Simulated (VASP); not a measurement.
A run of VASP 6.6.1 is set up as follows.

Contents of POSCAR:

```
C
1.0
    2.4559134450      0.0000000000      0.0000000000
   -1.2279567225      2.1268834329      0.0000000000
    0.0000000000      0.0000000000      7.0106290262
C
4
Direct
    1.0000000000      1.0000000000      0.2500000000
    0.0000000000      0.0000000000      0.7500000000
    0.3333333333      0.6666666667      0.2500000000
    0.6666666667      0.3333333333      0.7500000000
```

INCAR.step1

```
ALGO = Normal
EDIFF = 1E-4
ENCUT = 520
GGA = PE
ISMEAR = 0
LASPH = T
LCHARG = F
LREAL = F
LWAVE = T
NBANDS = 16
NELM = 60
PREC = Accurate
SIGMA = 0.03
```

Contents of INCAR.step2:

```
ALGO = Normal
EDIFF = 1E-6
ENCUT = 520
ISIF = 2
ISMEAR = 0
ISTART = 1
LASPH = T
LCHARG = T
LELF = T
LMIXTAU = T
LREAL = F
LVHAR = T
LWAVE = F
METAGGA = R2SCAN
NBANDS = 16
NELM = 60
PREC = Accurate
SIGMA = 0.03
```

File KPOINTS:

```
k-points
0
Gamma
  15 15 5
```

Potentials or basis: VASP PAW PBE potentials, release 64 (C).

Launch:

```sh
$ cat potpaw_PBE.64/C/POTCAR > POTCAR
$ cp INCAR.step1 INCAR
$ mpirun -np 1 vasp_std > vasp.out
$ cp INCAR.step2 INCAR
$ mpirun -np 1 vasp_std > vasp.out
```

Predict the pressure.

0.7 GPa.

What does it give for the band gap on the k mesh?

Zero (bands 8 and 9 overlap by 0.02 eV).

Stress tensor (GPa, compression positive):
```
 1.02  0.00  0.00
 0.00  1.02  0.00
 0.00  0.00 -0.02
```

Caveat: the PAW data sets were made with another functional, which shifts forces and pressure a little.
